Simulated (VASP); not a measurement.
A run of VASP 6.6.1 is set up as follows.

The input INCAR:

```
SYSTEM = Hg
ALGO = Normal
EDIFF = 1E-7
ENCUT = 520
GGA = PS
ISIF = 2
ISMEAR = 0
LASPH = .True.
LCHARG = .False.
LREAL = .False.
LWAVE = .False.
NBANDS = 58
NELM = 100
PREC = Accurate
SIGMA = 0.1
```

The input KPOINTS:

```
k-points
0
Gamma
  8 8 8
  0 0 0
```

Contents of POSCAR:

```
Hg
1.0
    5.7725857632      0.0000000000      0.0000000000
    0.0000000000      5.7725857632      0.0000000000
    0.0000000000      0.0000000000      5.7725857632
Hg
8
Direct
    0.5000000000      0.5000000000      0.5000000000
    0.0000000000      0.0000000000      0.0000000000
    0.2500000000      0.0000000000      0.5000000000
    0.5000000000      0.2500000000      0.0000000000
    0.5000000000      0.7500000000      0.0000000000
    0.7500000000      0.0000000000      0.5000000000
    0.0000000000      0.5000000000      0.7500000000
    0.0000000000      0.5000000000      0.2500000000
```

Potentials or basis: VASP PAW PBE potentials, release 64 (Hg).

The run is started by

```bash
$ cat potpaw_PBE.64/Hg/POTCAR > POTCAR
$ mpirun -np 1 vasp_std > vasp.out
```

Problem. Estimate the pressure.

Solution. 0.4 GPa.

Problem. What does it give for the band gap on the k mesh?

Solution. Zero (bands 48 and 49 overlap by 1.05 eV).

Caveat: the PAW data sets were made with another functional, which shifts forces and pressure a little; spin-orbit coupling is left out, which moves the levels of the heavy elements.
